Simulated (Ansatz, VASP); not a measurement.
## SiC in VASP and in Ansatz

```
Si C
1.0
     0.00000    2.09695    2.09695
     2.09695    0.00000    2.09695
     2.12519    2.12519   -0.02824
Si C
1 1
Cartesian
  0.0000 0.0000 0.0000
  3.1666 3.1666 3.1242
```

Alike in both runs: task single point; functional PBEsol; k mesh 12 × 12 × 12; occupations gaussian, width 0.05 eV; no spin polarisation.

```csv
,VASP,Ansatz
version,VASP 6.6.1,Ansatz 0.2.0
potentials or method,"VASP PAW PBE potentials, release 64 (Si, C), cutoff 520 eV","scalar-relativistic, plane waves, PAW"
valence electrons in the cell,8,8
```

VASP gave:

- gap on the k mesh at the Fermi level (eV): 1.09
- least direct gap on the mesh (eV): 4.41
- pressure (GPa): 25.7
- traceless stress, the component that is largest in VASP (GPa): -4.61
- rms of the force components (eV/Å): 0.176

Question: Which values does Ansatz return?

Answer: gap on the k mesh at the Fermi level (eV): 1.10; least direct gap on the mesh (eV): 4.43; pressure (GPa): 25.3; traceless stress, the component that is largest in VASP (GPa): -4.59; rms of the force components (eV/Å): 0.175.

VASP's potentials were made for PBE, not for PBEsol, and Ansatz warns of the same on its side. Atom by atom the forces differ by 0.001 eV/Å (rms over components).
